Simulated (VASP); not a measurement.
# Si (a cell with a defect) in VASP: notebook, part 2 of 2

VASP 6.6.1. Earlier steps stand in the parts before.

**3. Single point, PBEsol**

The input, INCAR:

```
SYSTEM = Si
  PREC = Accurate
  ENCUT = 520
  EDIFF = 1E-6
  ISMEAR = -1
  SIGMA = 0.05
  LREAL = Auto
  LASPH = .True.
  NELM = 60
  ALGO = Normal
  ISIF = 2
  LWAVE = .False.
  LCHARG = .False.
  GGA = PS
  NBANDS = 48
```

The input, KPOINTS:

```
Automatic mesh
0
Gamma
  2 2 2
  0 0 0
```

The input, POSCAR:

```
Si
1.0
    0.0000000000      5.4300000000      5.4300000000
    5.4300000000      0.0000000000      5.4300000000
    5.4300000000      5.4300000000      0.0000000000
Si
17
Direct
   -0.0071384899     -0.0077116022     -0.0018942910
    0.1503133517      0.1497779926      0.0497168508
    0.0228717311      0.0223302947      0.4320500000
    0.1071038674      0.1065180479      0.6239057090
   -0.0071442910      0.5163273481     -0.0019050645
    0.1177170350      0.6210991713      0.1396479742
   -0.0129661142      0.5003604052      0.5118036832
    0.1070996317      0.6620493554      0.6238882136
    0.5168673112     -0.0077091160     -0.0018884899
    0.6216722836      0.1171400552      0.1396474217
    0.5009278085     -0.0135226519      0.5118049724
    0.6626013812      0.1065179558      0.6239139042
    0.4889125230      0.4883395948      0.0339707182
    0.6216690608      0.6211003683      0.1396500921
    0.5009342541      0.5003546961      0.5118064457
    0.6132849908      0.6127192449      0.6608420810
    0.2893565378      0.2887876611      0.6326302026
```

Potentials or basis: VASP PAW PBE potentials, release 64 (Si).

Started as:

```bash
cat potpaw_PBE.64/Si/POTCAR > POTCAR
mpirun -np 1 vasp_std > vasp.out
```

OUTCAR:

```text
SYSTEM = Si
   PREC = Accurate
   ENCUT = 520
   EDIFF = 1E-6
   ISMEAR = -1
   LREAL = Auto
   LASPH = .True.
   NELM = 60
   ISIF = 2
   GGA = PS

 ion  position               nearest neighbor table
   1  0.993  0.992  0.998-  10 2.33   6 2.33   2 2.35   4 2.35
   2  0.150  0.150  0.050-   5 2.35   1 2.35   9 2.35   3 2.40  17 2.62
   3  0.023  0.022  0.432-  12 2.31   4 2.31   8 2.31   2 2.40
   4  0.107  0.107  0.624-   3 2.31   1 2.35  17 2.46  11 2.48   7 2.48
   5  0.993  0.516  0.998-   6 2.33  14 2.33   2 2.35   8 2.35
   6  0.118  0.621  0.140-  13 2.33   5 2.33   1 2.33   7 2.33
   7  0.987  0.500  0.512-   6 2.33  16 2.35  17 2.40   8 2.48   4 2.48
   8  0.107  0.662  0.624-   3 2.31   5 2.35  17 2.46  15 2.48   7 2.48
   9  0.517  0.992  0.998-  10 2.33  14 2.33   2 2.35  12 2.35
  10  0.622  0.117  0.140-  13 2.33   1 2.33   9 2.33  11 2.33
  11  0.501  0.986  0.512-  10 2.33  16 2.35  17 2.40  12 2.48   4 2.48
  12  0.663  0.107  0.624-   3 2.31   9 2.35  17 2.46  11 2.48  15 2.48
  13  0.489  0.488  0.034-   6 2.33  14 2.33  10 2.33  16 2.34
  14  0.622  0.621  0.140-  13 2.33   5 2.33   9 2.33  15 2.33
  15  0.501  0.500  0.512-  14 2.33  16 2.35  17 2.40  12 2.48   8 2.48
  16  0.613  0.613  0.661-  13 2.34   7 2.35  15 2.35  11 2.35
  17  0.289  0.289  0.633-  11 2.40  15 2.40   7 2.40   4 2.46  12 2.46   8 2.46   2 2.62

  LATTYP: Found a face centered cubic cell.
 ALAT       =    10.8600000000

  Lattice vectors:

 A1 = (   0.0000000000,   5.4300000000,   5.4300000000)
 A2 = (   5.4300000000,   0.0000000000,   5.4300000000)
 A3 = (   5.4300000000,   5.4300000000,   0.0000000000)

Analysis of symmetry for initial positions (statically):
=====================================================================
 Subroutine PRICEL returns:
 Original cell was already a primitive cell.

 Routine SETGRP: Setting up the symmetry group for a
 face centered cubic supercell.

 Subroutine GETGRP returns: Found  1 space group operations
 (whereof  1 operations were pure point group operations)
 out of a pool of 48 trial point group operations.

The static configuration has the point symmetry C_1 .

Analysis of symmetry for dynamics (positions and initial velocities):
=====================================================================
 Subroutine PRICEL returns:
 Original cell was already a primitive cell.

 Routine SETGRP: Setting up the symmetry group for a
 face centered cubic supercell.

 Subroutine GETGRP returns: Found  1 space group operations
 (whereof  1 operations were pure point group operations)
 out of a pool of 48 trial point group operations.

The dynamic configuration has the point symmetry C_1 .

 Subroutine INISYM returns: Found  1 space group operations
 (whereof  1 operations are pure point group operations),
 and found     1 'primitive' translations

----------------------------------------------------------------------------------------

                                     Primitive cell

  volume of cell :     320.2060

  direct lattice vectors                    reciprocal lattice vectors
     0.000000000  5.430000000  5.430000000    -0.092081031  0.092081031  0.092081031
     5.430000000  0.000000000  5.430000000     0.092081031 -0.092081031  0.092081031
     5.430000000  5.430000000  0.000000000     0.092081031  0.092081031 -0.092081031

  length of vectors
[... 69 lines left out ...]
  0.000000  0.000000  0.000000      1.000000
  0.500000  0.000000  0.000000      1.000000
  0.000000  0.500000  0.000000      1.000000
  0.000000  0.000000  0.500000      1.000000
  0.500000  0.500000  0.500000      1.000000
  0.500000  0.500000  0.000000      1.000000
  0.000000  0.500000  0.500000      1.000000
  0.500000  0.000000  0.500000      1.000000
   k-points           NKPTS =      8   k-points in BZ     NKDIM =      8   number of bands    NBANDS=     48
   number of dos      NEDOS =    301   number of ions     NIONS =     17
   total plane-waves  NPLWV = 216000
   dimension x,y,z NGX =    60 NGY =   60 NGZ =   60
   dimension x,y,z NGXF=   120 NGYF=  120 NGZF=  120
   ions per type =              17
   NGX,Y,Z   is equivalent  to a cutoff of  12.99, 12.99, 12.99 a.u.
   NGXF,Y,Z  is equivalent  to a cutoff of  25.98, 25.98, 25.98 a.u.
 SYSTEM =  Si
   PREC   = accura    normal or accurate (medium, high low for compatibility)
   ISTART =      0    job   : 0-new  1-cont  2-samecut
   ICHARG =      2    charge: 1-file 2-atom 10-const
   ISPIN  =      1    spin polarized calculation?
   LNONCOLLINEAR =      F non collinear calculations
   LSORBIT =      F    spin-orbit coupling
   LASPH  =      T    aspherical Exc in radial PAW
   ENCUT  =  520.0 eV  38.22 Ry    6.18 a.u.  14.28 14.28 14.28*2*pi/ulx,y,z
   NELM   =     60;   NELMIN=  2; NELMDL= -5     # of ELM steps
   EDIFF  = 0.1E-05   stopping-criterion for ELM
   LREAL  =      T    real-space projection
   EDIFFG = 0.1E-04   stopping-criterion for IOM
   NSW    =      0    number of steps for IOM
[... 5 lines left out ...]
   TEBEG  =    0.0;   TEEND  =   0.0 temperature during run
   PSTRESS=    0.0 pullay stress
   NELECT =      68.0000    total number of electrons
   NUPDOWN=      -1.0000    fix difference up-down
   EMIN   =  10.00;   EMAX   =-10.00  energy-range for DOS
   EFERMI =   0.00;   METHOD = LEGACY
   ISMEAR =    -1;   SIGMA  =   0.05  broadening in eV -4-tet -1-fermi 0-gaus
   EFERMI_NEDOS =   21; number of points for ismear=-14 and -15
   IALGO  =     38    algorithm
   IMIX   =      4    mixing-type and parameters
     AMIX     =   0.40;   BMIX     =  1.00
     AMIX_MAG =   1.60;   BMIX_MAG =  1.00
  volume/ion in A,a.u.               =      18.84       127.11
  Fermi-wavevector in a.u.,A,eV,Ry     =   0.976715  1.845724 12.979587  0.953973
  Thomas-Fermi vector in A             =   2.107356
   LORBIT       =      0    0 simple, 1 ext, 2 COOP (PROOUT), +10 PAW based schemes
   GGA     = PS    functional components
   LHFCALC =     F    Hartree Fock is set to
   AEXX    =    0.0000 exact exchange contribution
   IVDW    =     0    specifies the selected vdW correction
   LEPSILON=     F    determine dielectric tensor
   LRPA    =     F    only Hartree local field effects (RPA)
 non-spin polarized calculation
  energy-cutoff  :      520.00
  volume of cell :      320.21
 maximum number of plane-waves:      8646
 NGX is ok and might be reduce to    60
   NGX = 29   NGY = 29   NGZ = 29

 number of electron      68.0000000 magnetization

 Free energy of the ion-electron system (eV)
  ---------------------------------------------------
  ext. energy  EPLUGINS =         0.00000000
  ---------------------------------------------------
  free energy    TOTEN  =       -93.69408061 eV

  energy without entropy =      -93.64321197  energy(sigma->0) =      -93.66864629

 E-fermi :   6.6672     XC(G=0):  -9.8250

 val. band max:        6.6650775985   @ k =   0.5000   0.0000   0.5000
 cond. band min:       6.8730415126   @ k =   0.5000   0.5000   0.5000
 fundamental gap:      0.2079639141
 Fermi energy:         6.6672189650

 k-point     1 :       0.0000    0.0000    0.0000
  band No.  band energies     occupation
      1      -6.2985      2.00000
      2      -3.9148      2.00000
      3      -3.6510      2.00000
      4      -3.6510      2.00000
      5      -3.4468      2.00000
      6      -2.7617      2.00000
[... 381 lines left out ...]
     45      10.1711      0.00000
     46      10.3069      0.00000
 [bands above 46 left out]

------------------------ aborting loop because EDIFF is reached ----------------------------------------

  FORCE on cell =-STRESS in cart. coord.  units (eV):
  Direction    XX          YY          ZZ          XY          YZ          ZX
  --------------------------------------------------------------------------------------
  -------------------------------------------------------------------------------------
  Total        4.9485414      4.9494822      4.9494989     -0.8735362      0.8748679      0.8744025
  in kB       24.7604372     24.7651446     24.7652281     -4.3708109      4.3774741      4.3751454
  external PRESSURE =      24.7636033 kB  Pullay stress =       0.0000000 kB

 VOLUME and BASIS-vectors are now :
 -----------------------------------------------------------------------------
  energy-cutoff  :      520.00
  volume of cell :      320.21
      direct lattice vectors                 reciprocal lattice vectors
     0.000000000  5.430000000  5.430000000    -0.092081031  0.092081031  0.092081031
     5.430000000  0.000000000  5.430000000     0.092081031 -0.092081031  0.092081031
     5.430000000  5.430000000  0.000000000     0.092081031  0.092081031 -0.092081031

 POSITION                                       TOTAL-FORCE (eV/Angst)
 -----------------------------------------------------------------------------------
     10.80784     10.81095     10.77936        -0.002058     -0.001534      0.001481
      1.08326      1.08616      1.62950         0.003406      0.002732     -0.002988
      2.46729      2.47022      0.24545        -0.003901     -0.003809      0.004278
      3.96620      3.96938      1.15997        -0.008679     -0.008489     -0.003992
      8.22331     10.81086      8.19486        -0.001407     -0.001895      0.002159
      4.13086      1.39749      4.01177         0.001768      0.004311     -0.002004
[... 9 lines left out ...]
      6.91544      6.91851      6.65720        -0.009093     -0.007756      0.007918
      5.00330      5.00639      3.13932         0.020683      0.018456     -0.018660
 -----------------------------------------------------------------------------------
    total drift:                                0.000413     -0.004624      0.003570

  FREE ENERGIE OF THE ION-ELECTRON SYSTEM (eV)
  ---------------------------------------------------
  free  energy   TOTEN  =       -93.6940806128 eV

  energy  without entropy=      -93.6432119672  energy(sigma->0) =      -93.66864629
```

Run time: 6.4 min. Hardware: 1 thread of Intel Xeon 8259CL, shared host; peak memory 0.46 GiB.

Results:

- Free energy: -93.6941 eV
- Pressure: 2.5 GPa
- Largest force: 0.033 eV/Å
- Band gap on the k mesh: zero (bands 34 and 35 overlap by 0.06 eV)

Forces in eV/Å, atoms in the order of the input:
```
Si  -0.002 -0.002  0.001
Si   0.003  0.003 -0.003
Si  -0.004 -0.004  0.004
Si  -0.009 -0.008 -0.004
Si  -0.001 -0.002  0.002
Si   0.002  0.004 -0.002
Si   0.000  0.008  0.001
Si   0.003 -0.008  0.007
Si  -0.002 -0.002  0.002
Si   0.005  0.001 -0.001
Si   0.006  0.000  0.000
Si  -0.009  0.004  0.008
Si  -0.005 -0.007  0.007
Si   0.002  0.001 -0.004
Si   0.000  0.000 -0.008
Si  -0.009 -0.008  0.008
Si   0.021  0.018 -0.019
```

Stress tensor (GPa, compression positive):
```
 2.48 -0.44  0.44
-0.44  2.48  0.44
 0.44  0.44  2.48
```

Caveat: the k points lie up to 0.50 Å⁻¹ apart; the PAW data sets were made with another functional, which shifts forces and pressure a little.

**4. Single point, PBEsol**

The input, INCAR:

```
PREC = Accurate ; ENCUT = 520
EDIFF = 1E-7 ; ISMEAR = -1
SIGMA = 0.05 ; LREAL = Auto
LASPH = True ; NELM = 80
ALGO = Normal ; ISIF = 2
LWAVE = False ; LCHARG = True
GGA = PS ; LELF = True
LVHAR = True ; NBANDS = 48
```

The input, KPOINTS:

```
regular mesh
0
Gamma
  2 2 2
```

The input, POSCAR:

```
Si
1.0
    0.0000000000      5.4300000000      5.4300000000
    5.4300000000      0.0000000000      5.4300000000
    5.4300000000      5.4300000000      0.0000000000
Si
17
Direct
    0.0034439227      0.0028888582     -0.0140039595
    0.1368043278      0.1362630755      0.0903363720
    0.0123103131      0.0117946593      0.4637874770
    0.1241439227      0.1236203499      0.6138144567
    0.0034404236      0.5073328729     -0.0140026703
    0.1085882136      0.6317149171      0.1276399632
   -0.0371050645      0.5174632597      0.5018625230
    0.1241462247      0.6381046041      0.6138069982
    0.5078810313      0.0028885820     -0.0140023941
    0.6322662063      0.1080468692      0.1276328729
    0.5179930018     -0.0376373849      0.5018576427
    0.6386258748      0.1236183241      0.6138179558
    0.4751192449      0.4745785451      0.0753940147
    0.6322683241      0.6317141805      0.1276408840
    0.5179854512      0.5174629834      0.5018631676
    0.6024847145      0.6019679558      0.6932666667
    0.3361138122      0.3355939227      0.4923823204
```

Started as:

```bash
cat potpaw_PBE.64/Si/POTCAR > POTCAR
mpirun -np 1 vasp_std > vasp.out
```

It took 6.4 min on 1 thread of Intel Xeon 8259CL, shared host; peak memory 0.46 GiB.

It converged, with:

* Free energy: -93.6937 eV
* Pressure: 2.5 GPa
* Largest force: 0.037 eV/Å
* Band gap on the k mesh: zero (bands 34 and 35 overlap by 0.06 eV)

Forces on the atoms (eV/Å):
```
Si  -0.004 -0.004  0.012
Si   0.020  0.022 -0.022
Si   0.009  0.009 -0.009
Si  -0.002 -0.002  0.022
Si  -0.012 -0.005  0.005
Si   0.008 -0.004 -0.007
Si   0.008  0.000 -0.008
Si  -0.021 -0.001  0.001
Si  -0.004 -0.012  0.004
Si  -0.004  0.007 -0.007
Si   0.000  0.007 -0.007
Si  -0.002 -0.022  0.002
Si  -0.004 -0.006  0.006
Si   0.008  0.007  0.004
Si   0.008  0.008  0.000
Si   0.001  0.001 -0.001
Si  -0.007 -0.005  0.005
```

Stress tensor (GPa, compression positive):
```
 2.47 -0.45  0.45
-0.45  2.47  0.45
 0.45  0.45  2.47
```

Levels at points of the mesh, in eV from the Fermi level:
| k point | band 32 | band 33 | band 34 | band 35 | band 36 | band 37 |
| --- | --- | --- | --- | --- | --- | --- |
| (0.00, 0.00, 0.00) | -0.65 | -0.65 | -0.43 | -0.06 | -0.06 | 0.24 |
| (0.50, 0.00, 0.00) | -1.28 | -0.82 | -0.15 | 0.20 | 0.68 | 0.91 |
| (0.00, 0.50, 0.00) | -1.28 | -0.82 | -0.15 | 0.20 | 0.68 | 0.91 |
| (0.00, 0.00, 0.50) | -1.23 | -1.23 | -0.25 | 0.37 | 0.37 | 1.18 |
| (0.50, 0.50, 0.00) | -1.64 | -0.72 | 0.00 | 0.41 | 1.30 | 1.47 |
| (0.00, 0.50, 0.50) | -1.64 | -0.72 | 0.00 | 0.41 | 1.30 | 1.47 |

Caveat: the k points lie up to 0.50 Å⁻¹ apart; the PAW data sets were made with another functional, which shifts forces and pressure a little.

**5. The runs side by side**

```csv
cell,gap on the mesh (eV),pressure (GPa),largest force (eV/Å)
"as given, atomic positions A",none,3.2,0.27
"as given, atomic positions B",none,2.5,0.03
"as given, atomic positions C",none,2.5,0.04
```

Alike in all rows: task single point; level PBEsol; potentials or basis VASP PAW PBE potentials, release 64 (Si); no spin polarisation; k mesh 2 × 2 × 2; cutoff (eV) 520; smearing fermi-dirac 0.05 eV.

Caveats: all runs use coarse meshes; the PAW data sets were made with another functional, which shifts forces and pressure a little.

Total energies depend on the potentials used, so only differences within one code and one set of settings carry meaning.

The gap in the log of VASP goes by the Fermi energy; the results here count the filled bands.